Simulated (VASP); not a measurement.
Set up this calculation in VASP 6.6.1, as the native input.

```yaml
Task: single point
Functional: LDA
Potentials_or_basis: VASP PAW LDA potentials, release 64 (C, O)
Cutoff: 520 eV
k_mesh: 6 × 6 × 4
Occupations: gaussian, width 0.1 eV
Spin: no spin polarisation
Dipole_correction: no
Further_INCAR_settings: ALGO = Normal; EDIFF = 1e-06; NBANDS = 25
```

The structure of CO2 lies in POSCAR:

```
CO2
1.0
    2.3015063053     -2.1217870865      0.0000000000
    2.3015063053      2.1217870865      0.0000000000
    0.0000000000      0.0000000000      5.8654566796
C O
2 4
Direct
    0.0000000000      0.0000000000      0.0000000000
    0.5000000000      0.5000000000      0.5000000000
    0.7802751903      0.2197248097      0.8833680672
    0.2197248097      0.7802751903      0.1166319328
    0.7197248097      0.2802751903      0.3833680672
    0.2802751903      0.7197248097      0.6166319328
```

These files were run (other wordings do the same):

INCAR

```
  PREC = Accurate
  ENCUT = 520
  EDIFF = 1E-6
  ISMEAR = 0
  SIGMA = 0.1
  LREAL = F
  LASPH = T
  NELM = 100
  ALGO = Normal
  ISIF = 2
  LWAVE = F
  LCHARG = T
  GGA = CA
  LELF = T
  LVHAR = T
  NBANDS = 25
```

KPOINTS

```
regular mesh
0
Gamma
  6 6 4
```

Potentials or basis: VASP PAW LDA potentials, release 64 (C, O).

Launch:

```bash
$ cat potpaw_LDA.64/C/POTCAR potpaw_LDA.64/O/POTCAR > POTCAR
$ mpirun -np 1 vasp_std > vasp.out
```

It gave:

| Property | Result |
| --- | --- |
| Pressure | 12.0 GPa |
| Largest force | 0.830 eV/Å |
| Band gap on the k mesh | 5.65 eV (least direct gap 6.83 eV) |

Caveat: the cell stands under pressure.

Run time: 21 s on 1 thread of Intel(R) Xeon(R) Platinum 8488C (Sapphire Rapids) (shared host), peak memory 0.17 GiB.
